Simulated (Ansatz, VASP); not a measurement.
Two plane-wave programs on Zr

The input INCAR:

```
SYSTEM = Zr
ALGO     = Normal         ! electronic algorithm
EDIFF    = 1E-8           ! SCF threshold, eV
ENCUT    = 520            ! plane-wave cutoff, eV
GGA      = PE             ! functional
ISIF     = 2              ! what is computed and relaxed
ISMEAR   = -1             ! smearing method
LASPH    = .TRUE.         ! aspherical terms in the spheres
LCHARG   = .FALSE.        ! write CHGCAR
LEFG     = .TRUE.       
LREAL    = .FALSE.        ! projectors in reciprocal space
LWAVE    = .FALSE.        ! write WAVECAR
NBANDS   = 19             ! bands
NELM     = 80             ! most SCF steps
PREC     = Accurate       ! precision mode
SIGMA    = 0.08           ! smearing width, eV
```

Contents of KPOINTS:

```
k-points
0
G
  13 13 7
  0 0 0
```

File POSCAR:

```
Zr
1.0
    3.2103063057      0.0000000000      0.0000000000
   -1.6051531528      2.7802068146      0.0000000000
    0.0000000000      0.0000000000      5.1124553350
Zr
2
Direct
    0.3333333333      0.6666666667      0.2500000000
    0.6666666667      0.3333333333      0.7500000000
```

Input for Ansatz:

```yaml
crystal:
  lattice:
    - [3.2103063057, 0.0, 0.0]
    - [-1.6051531528, 2.7802068146, 0.0]
    - [0.0, 0.0, 5.112455335]
  atoms:
    - { symbol: Zr, position: [0.3333333333, 0.6666666667, 0.25] }
    - { symbol: Zr, position: [0.6666666667, 0.3333333333, 0.75] }
kpoints:
  mp_grid: { grid: [13, 13, 7] }
scf:
  occupations: { method: fermi_dirac, width: 0.08 }
hamiltonian:
  xc: pbe
  pseudopotentials: { kind: paw }
output:
  forces: true
  stress: true
  eigenvalues: true
  efg: { contact_densities: true }
  write_density: true
  write_potential: true
  elf: true
  volumetric_format: npy
```

Change from the starting cell: volume scaled by 0.98, PAW files.

Alike in both runs: task electric field gradients; functional PBE; k mesh 13 × 13 × 7; occupations fermi-dirac, width 0.08 eV; no spin polarisation.

|  | VASP | Ansatz |
| --- | --- | --- |
| version | VASP 6.6.1 | Ansatz 0.2.0 |
| potentials or method | VASP PAW PBE potentials, release 64 (Zr_sv) | PAW with Ansatz's default frozen-core files, scalar-relativistic |
| plane-wave cutoff (eV) | 520 | 420 |
| valence electrons in the cell | 24 | 24 |

VASP gave:

| Quantity | Value |
| --- | --- |
| pressure (GPa) | 2.5 |
| traceless stress, the component that is largest in VASP (GPa) | 0.56 |
| size of Vzz on the site where it differs most (V/Å²) | 43.7 |

Which values does Ansatz return?

Pressure (GPa): 2.5; traceless stress, the component that is largest in VASP (GPa): 0.57; size of Vzz on the site where it differs most (V/Å²): 44.3.
